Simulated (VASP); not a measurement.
Runs of VASP 6.6.1 on Al2BP3. The structure is that of space group P6/mmm (No. 191), or close to it. The cells are those of the table. The cell was generated, and may not be a known phase.

| task | cell | k mesh | cutoff (eV) | gap on the mesh (eV) | pressure (GPa) | relaxed volume (Å³/atom) |
| --- | --- | --- | --- | --- | --- | --- |
| relaxation of cell and atoms | relaxed from a = 5.869, b = 5.869, c = 3.239 Å, angles 90.0, 90.0, 120.0°, 6 atoms | 3 × 3 × 6 | 600 | none | 0.0 | 18.65 |
| relaxation of cell and atoms | relaxed from a = 6.140, b = 6.140, c = 3.426 Å, angles 90.0, 90.0, 120.0°, 6 atoms | 6 × 6 × 12 | 600 | none | 0.0 | (a) |
| single point | a = 5.809, b = 5.809, c = 3.621 Å, angles 90.0, 90.0, 120.0°, 6 atoms | 6 × 6 × 12 | 520 | none | -0.1 | - |
| single point | a = 6.140, b = 6.140, c = 3.426 Å, angles 90.0, 90.0, 120.0°, 6 atoms | 3 × 3 × 6 | 520 | none | (b) | - |
| single point | a = 5.869, b = 5.869, c = 3.239 Å, angles 90.0, 90.0, 120.0°, 6 atoms | 3 × 3 × 6 | 520 | none | 14.4 | - |

Alike in all rows: level PBE; potentials or basis VASP PAW PBE potentials, release 64 (Al, B, P); no spin polarisation; smearing gaussian 0.1 eV.

Estimate the missing entries.

(a) 17.60; (b) 0.1.

Caveats: some runs use coarse meshes; the volume moved by over 15 % at a fixed basis, so the end points are rough (at least some runs).

A gap of «none» marks levels without a gap at the run's occupations.
